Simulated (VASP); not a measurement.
# SrTiO3 in VASP: further runs, part 2 of 2

VASP 6.6.1.

## 5. Single point, r2SCAN (in-plane strain +0.01)

Contents of POSCAR:

```
SrTiO3
1.0
    3.9459147271      0.0000000000      0.0000000000
    0.0000000000      3.9459147271      0.0000000000
    0.0000000000      0.0000000000      3.8834051868
Sr Ti O
1 1 3
Direct
    0.5000000000      0.5000000000      0.5000000000
    0.0000000000      0.0000000000      0.0000000000
    0.5000000000      0.0000000000      0.0000000000
    0.0000000000      0.5000000000      0.0000000000
    0.0000000000      0.0000000000      0.5000000000
```

Contents of INCAR.step1:

```
  PREC = Accurate
  ENCUT = 520
  ISMEAR = 0
  SIGMA = 0.01
  LREAL = False
  LASPH = True
  NELM = 100
  NBANDS = 28
  GGA = PE
  ALGO = Normal
  EDIFF = 1E-4
  LWAVE = True
  LCHARG = False
```

Contents of INCAR.step2:

```
  PREC = Accurate
  ENCUT = 520
  EDIFF = 1E-6
  ISMEAR = 0
  SIGMA = 0.01
  LREAL = False
  LASPH = True
  NELM = 100
  ALGO = Normal
  ISIF = 2
  LWAVE = False
  LCHARG = False
  METAGGA = R2SCAN
  LMIXTAU = True
  NBANDS = 28
  ISTART = 1
```

Contents of KPOINTS:

```
Automatic mesh
0
Gamma
  6 6 6
```

Potentials or basis: VASP PAW PBE potentials, release 64 (Sr_sv, Ti_sv, O).

Command:

```
cat potpaw_PBE.64/Sr_sv/POTCAR potpaw_PBE.64/Ti_sv/POTCAR potpaw_PBE.64/O/POTCAR > POTCAR
cp INCAR.step1 INCAR
mpirun -np 1 vasp_std > vasp.out
cp INCAR.step2 INCAR
mpirun -np 1 vasp_std > vasp.out
```

OUTCAR:

```text
PREC = Accurate
   ENCUT = 520
   EDIFF = 1E-6
   ISMEAR = 0
   LREAL = False
   LASPH = True
   NELM = 100
   ISIF = 2
   METAGGA = R2SCAN
   ISTART = 1

 ion  position               nearest neighbor table
   1  0.500  0.500  0.500-   3 2.77   4 2.77   3 2.77   4 2.77   3 2.77   3 2.77   4 2.77   4 2.77
                             5 2.79   5 2.79   5 2.79   5 2.79   2 3.40   2 3.40   2 3.40   2 3.40
   2  0.000  0.000  0.000-   5 1.94   5 1.94   3 1.97   4 1.97   4 1.97   3 1.97   1 3.40   1 3.40
                             1 3.40   1 3.40   1 3.40   1 3.40   1 3.40   1 3.40
   3  0.500  0.000  0.000-   2 1.97   2 1.97   1 2.77   1 2.77   1 2.77   1 2.77
   4  0.000  0.500  0.000-   2 1.97   2 1.97   1 2.77   1 2.77   1 2.77   1 2.77
   5  0.000  0.000  0.500-   2 1.94   2 1.94   1 2.79   1 2.79   1 2.79   1 2.79

  LATTYP: Found a simple tetragonal cell.
 ALAT       =     3.9459147271
 C/A-ratio  =     0.9841584158

  Lattice vectors:

 A1 = (   3.9459147271,   0.0000000000,   0.0000000000)
 A2 = (   0.0000000000,   3.9459147271,   0.0000000000)
 A3 = (   0.0000000000,   0.0000000000,   3.8834051868)

Analysis of symmetry for initial positions (statically):
=====================================================================
 Subroutine PRICEL returns:
 Original cell was already a primitive cell.

 Routine SETGRP: Setting up the symmetry group for a
 simple tetragonal supercell.

 Subroutine GETGRP returns: Found 16 space group operations
 (whereof 16 operations were pure point group operations)
 out of a pool of 16 trial point group operations.

The static configuration has the point symmetry D_4h.

Analysis of symmetry for dynamics (positions and initial velocities):
=====================================================================
 Subroutine PRICEL returns:
 Original cell was already a primitive cell.

[... 132 lines left out ...]
     AMIX     =   0.40;   BMIX     =  1.00
     AMIX_MAG =   1.60;   BMIX_MAG =  1.00
  volume/ion in A,a.u.               =      12.09        81.61
  Fermi-wavevector in a.u.,A,eV,Ry     =   1.426457  2.695614 27.684871  2.034781
  Thomas-Fermi vector in A             =   2.546732
   LORBIT       =      0    0 simple, 1 ext, 2 COOP (PROOUT), +10 PAW based schemes
   METAGGA = R2SCAN    functional components
   LHFCALC =     F    Hartree Fock is set to
   AEXX    =    0.0000 exact exchange contribution
   IVDW    =     0    specifies the selected vdW correction
   LEPSILON=     F    determine dielectric tensor
   LRPA    =     F    only Hartree local field effects (RPA)
 non-spin polarized calculation
 Gauss-broadening in eV      SIGMA  =   0.01
  energy-cutoff  :      520.00
  volume of cell :       60.47
 maximum number of plane-waves:      1655
 NGX is ok and might be reduce to    30
   NGX = 15   NGY = 15   NGZ = 15

 number of electron      39.9999995 magnetization

 Free energy of the ion-electron system (eV)
  ---------------------------------------------------
  ext. energy  EPLUGINS =         0.00000000
  ---------------------------------------------------
  free energy    TOTEN  =       -63.32046831 eV

  energy without entropy =      -63.32046831  energy(sigma->0) =      -63.32046831

 E-fermi :   3.8075     XC(G=0): -11.8472

 val. band max:        3.7345011165   @ k =   0.5000   0.5000   0.5000
 cond. band min:       5.9487336192   @ k =   0.0000   0.0000   0.0000
 fundamental gap:      2.2142325027
 Fermi energy:         3.8075015249

 k-point     1 :       0.0000    0.0000    0.0000
  band No.  band energies     occupation
      1     -55.0174      2.00000
      2     -30.2136      2.00000
      3     -30.1990      2.00000
      4     -30.1990      2.00000
      5     -30.1938      2.00000
      6     -14.6446      2.00000
[... 733 lines left out ...]
     27      12.5001      0.00000
     28      13.3870      0.00000

 [... further k-points ...]

------------------------ aborting loop because EDIFF is reached ----------------------------------------

  FORCE on cell =-STRESS in cart. coord.  units (eV):
  Direction    XX          YY          ZZ          XY          YZ          ZX
  --------------------------------------------------------------------------------------
  -------------------------------------------------------------------------------------
  Total       -1.0878179     -1.0878179      0.3620718      0.0000000     -0.0000000      0.0000000
  in kB      -28.8242950    -28.8242950      9.5939434      0.0000000     -0.0000000      0.0000000
  external PRESSURE =     -16.0182155 kB  Pullay stress =       0.0000000 kB

 VOLUME and BASIS-vectors are now :
 -----------------------------------------------------------------------------
  energy-cutoff  :      520.00
  volume of cell :       60.47
      direct lattice vectors                 reciprocal lattice vectors
     3.945914727  0.000000000  0.000000000     0.253426663  0.000000000  0.000000000
     0.000000000  3.945914727  0.000000000     0.000000000  0.253426663  0.000000000
     0.000000000  0.000000000  3.883405187     0.000000000  0.000000000  0.257505965

 POSITION                                       TOTAL-FORCE (eV/Angst)
 -----------------------------------------------------------------------------------
      1.97296      1.97296      1.94170         0.000000      0.000000      0.000000
      0.00000      0.00000      0.00000         0.000000      0.000000      0.000000
      1.97296      0.00000      0.00000         0.000000      0.000000      0.000000
      0.00000      1.97296      0.00000         0.000000      0.000000      0.000000
      0.00000      0.00000      1.94170         0.000000      0.000000      0.000000
 -----------------------------------------------------------------------------------
    total drift:                               -0.000000     -0.000000      0.000000

  FREE ENERGIE OF THE ION-ELECTRON SYSTEM (eV)
  ---------------------------------------------------
  free  energy   TOTEN  =       -63.3204683114 eV

  energy  without entropy=      -63.3204683114  energy(sigma->0) =      -63.32046831
```

OSZICAR.step1:

```text
N       E                     dE             d eps       ncg     rms          rms(c)
DAV:   1     0.420377961460E+03    0.42038E+03   -0.20788E+04  2240   0.154E+03
DAV:   2    -0.101625865460E+02   -0.43054E+03   -0.41160E+03  2628   0.433E+02
DAV:   3    -0.480986381690E+02   -0.37936E+02   -0.37668E+02  2560   0.131E+02
DAV:   4    -0.504110345608E+02   -0.23124E+01   -0.23081E+01  3888   0.268E+01
DAV:   5    -0.504444330181E+02   -0.33398E-01   -0.33386E-01  2916   0.294E+00    0.261E+01
DAV:   6    -0.401786764195E+02    0.10266E+02   -0.52741E+01  3140   0.640E+01    0.143E+01
DAV:   7    -0.401788873352E+02   -0.21092E-03   -0.79602E+00  2884   0.213E+01    0.107E+01
DAV:   8    -0.401396936199E+02    0.39194E-01   -0.13890E+00  2752   0.120E+01    0.301E+00
DAV:   9    -0.401034071343E+02    0.36286E-01   -0.30782E-01  2912   0.471E+00    0.125E+00
DAV:  10    -0.400945737284E+02    0.88334E-02   -0.91419E-02  2856   0.225E+00    0.641E-01
DAV:  11    -0.400899917568E+02    0.45820E-02   -0.20496E-02  3592   0.133E+00    0.144E-01
DAV:  12    -0.400899497986E+02    0.41958E-04   -0.12432E-03  2752   0.352E-01    0.120E-01
DAV:  13    -0.400899359507E+02    0.13848E-04   -0.11946E-04  1824   0.126E-01
   1 F= -.40089936E+02 E0= -.40089936E+02  d E =-.463890E-41
```

Run time: 2 min. Hardware: 1 thread of Intel Xeon 6975P-C (Granite Rapids), shared host; peak memory 0.21 GiB.

Results:

- Free energy: -63.3205 eV
- Pressure: -1.6 GPa
- Band gap on the k mesh: 2.21 eV (least direct gap 2.61 eV)

Stress tensor (GPa, compression positive):
```
-2.88  0.00  0.00
 0.00 -2.88  0.00
 0.00  0.00  0.96
```

Levels at points of the mesh, in eV from the valence-band top:
```csv
k point,band 17,band 18,band 19,band 20,band 21,band 22,band 23,band 24
"(0.00, 0.00, 0.00)",-1.16,-0.40,-0.40,-0.39,2.21,2.24,2.24,4.41
"(0.50, 0.00, 0.00)",-2.26,-1.97,-0.78,-0.77,2.39,4.03,4.04,4.52
"(0.50, 0.50, 0.00)",-1.81,-1.66,-1.66,-0.13,4.05,4.05,4.51,5.61
"(0.00, 0.00, 0.50)",-2.43,-1.97,-0.79,-0.79,2.38,4.19,4.19,4.42
"(0.50, 0.00, 0.50)",-1.81,-1.57,-1.57,-0.09,4.04,4.19,4.61,5.44
"(0.50, 0.50, 0.50)",-3.67,-0.03,0.00,0.00,4.71,4.80,4.80,7.51
```

Caveat: the cell differs from its parent crystal (in-plane strain +0.01); the PAW data sets were made with another functional, which shifts forces and pressure a little. A k mesh can miss the band edges.

## 6. Relaxation of cell and atoms, r2SCAN

POSCAR: that of step 5 with these lines changed.

```diff
@@ -2,5 +2,5 @@
 1.0
-    3.9459147271      0.0000000000      0.0000000000
-    0.0000000000      3.9459147271      0.0000000000
-    0.0000000000      0.0000000000      3.8834051868
+    3.9052800000      0.0000000000      0.0000000000
+    0.0000000000      3.9052800000      0.0000000000
+    0.0000000000      0.0000000000      3.9052800000
 Sr Ti O
```

Contents of INCAR.step1:

```
SYSTEM = SrTiO3
PREC     = Accurate       ! precision mode
ENCUT    = 600            ! plane-wave cutoff, eV
ISMEAR   = -1             ! smearing method
SIGMA    = 0.1            ! smearing width, eV
LREAL    = .False.        ! projectors in reciprocal space
LASPH    = .True.         ! aspherical terms in the spheres
NELM     = 100            ! most SCF steps
GGA      = PE             ! functional
ALGO     = Normal         ! electronic algorithm
EDIFF    = 1E-4           ! SCF threshold, eV
LWAVE    = .True.         ! write WAVECAR
LCHARG   = .False.        ! write CHGCAR
```

Contents of INCAR.step2:

```
SYSTEM = SrTiO3
PREC     = Accurate       ! precision mode
ENCUT    = 600            ! plane-wave cutoff, eV
EDIFF    = 1E-6           ! SCF threshold, eV
ISMEAR   = -1             ! smearing method
SIGMA    = 0.1            ! smearing width, eV
LREAL    = .False.        ! projectors in reciprocal space
LASPH    = .True.         ! aspherical terms in the spheres
NELM     = 100            ! most SCF steps
ALGO     = Normal         ! electronic algorithm
ISIF     = 3              ! what is computed and relaxed
LWAVE    = .False.        ! write WAVECAR
LCHARG   = .False.        ! write CHGCAR
METAGGA  = R2SCAN         ! meta-GGA
LMIXTAU  = .True.       
IBRION   = 2              ! ionic algorithm
NSW      = 100            ! ionic steps
EDIFFG   = -0.002         ! ionic threshold
ISTART   = 1
```

Contents of KPOINTS:

```
regular mesh
0
Gamma
  8 8 8
  0 0 0
```

Potentials or basis: VASP PAW PBE potentials, release 64 (Sr_sv, Ti_sv, O).

Command:

```
cat potpaw_PBE.64/Sr_sv/POTCAR potpaw_PBE.64/Ti_sv/POTCAR potpaw_PBE.64/O/POTCAR > POTCAR
cp INCAR.step1 INCAR
mpirun -np 1 vasp_std > vasp.out
cp INCAR.step2 INCAR
mpirun -np 1 vasp_std > vasp.out
```

It took 3 min on 1 thread of Intel Xeon 6975P-C (Granite Rapids), shared host; peak memory 0.24 GiB.

Results (log left out):

```
Free energy                           : -63.3383 eV
Relaxed volume                        : 11.98 Å³/atom
Relaxed cell                          : a = 3.912 Å, b = 3.912 Å, c = 3.912 Å, α = 90.00°, β = 90.00°, γ = 90.00°
Space group after relaxing (to 0.1 Å) : Pm-3m (No. 221)
Energy gained by relaxing             : 0.2 meV/atom
Ionic steps                           : 3
Pressure after relaxing               : 0.0 GPa
Band gap on the k mesh                : 2.27 eV (least direct gap 2.65 eV)
```

Step by step:
| step | energy change (eV) | largest force (eV/Å) | pressure (GPa) | volume (Å³) |
| --- | --- | --- | --- | --- |
| 1 | 0.0000 | 0.0000 | 1.02 | 59.56 |
| 2 | 0.0001 | 0.0000 | -1.05 | 60.22 |
| 3 | -0.0010 | 0.0000 | 0.01 | 59.88 |

Final structure:
```
Sr Ti O
1.0
     3.91220    0.00000    0.00000
     0.00000    3.91220    0.00000
     0.00000    0.00000    3.91220
Sr Ti O
1 1 3
Direct
  0.50000 0.50000 0.50000
  0.00000 0.00000 0.00000
  0.50000 0.00000 0.00000
  0.00000 0.50000 0.00000
  0.00000 0.00000 0.50000
```

Levels at points of the mesh, in eV from the valence-band top:
```csv
k point,band 17,band 18,band 19,band 20,band 21,band 22,band 23,band 24
"(0.00, 0.00, 0.00)",-1.20,-0.39,-0.39,-0.39,2.27,2.27,2.27,4.56
"(0.50, 0.00, 0.00)",-2.35,-1.99,-0.77,-0.77,2.43,4.15,4.15,4.57
"(0.50, 0.50, 0.00)",-1.80,-1.60,-1.60,-0.09,4.16,4.16,4.64,5.60
"(0.50, 0.50, 0.50)",-3.78,0.00,0.00,0.00,4.85,4.85,4.85,7.61
```

Caveat: the PAW data sets were made with another functional, which shifts forces and pressure a little. A k mesh can miss the band edges.

## 7. The runs side by side

```csv
task,cell,k mesh,cutoff (eV),smearing,gap on the mesh (eV),pressure (GPa)
single point,"a = 3.907 Å, 5 atoms",8 × 8 × 8,520,fermi-dirac 0.1 eV,2.27,0.9
single point,"a = 3.926, b = 3.926, c = 3.895 Å, 5 atoms",6 × 6 × 6,520,gaussian 0.01 eV,2.24,-0.4
single point,"a = 3.946, b = 3.946, c = 3.883 Å, 5 atoms",6 × 6 × 6,520,gaussian 0.01 eV,2.21,-1.6
relaxation of cell and atoms,"relaxed from a = 3.905 Å, 5 atoms",8 × 8 × 8,600,fermi-dirac 0.1 eV,2.27,0.0
```

Alike in all rows: level r2SCAN; potentials or basis VASP PAW PBE potentials, release 64 (Sr_sv, Ti_sv, O); no spin polarisation.

Caveats: the PAW data sets were made with another functional, which shifts forces and pressure a little.

Total energies depend on the potentials used, so only differences within one code and one set of settings carry meaning.
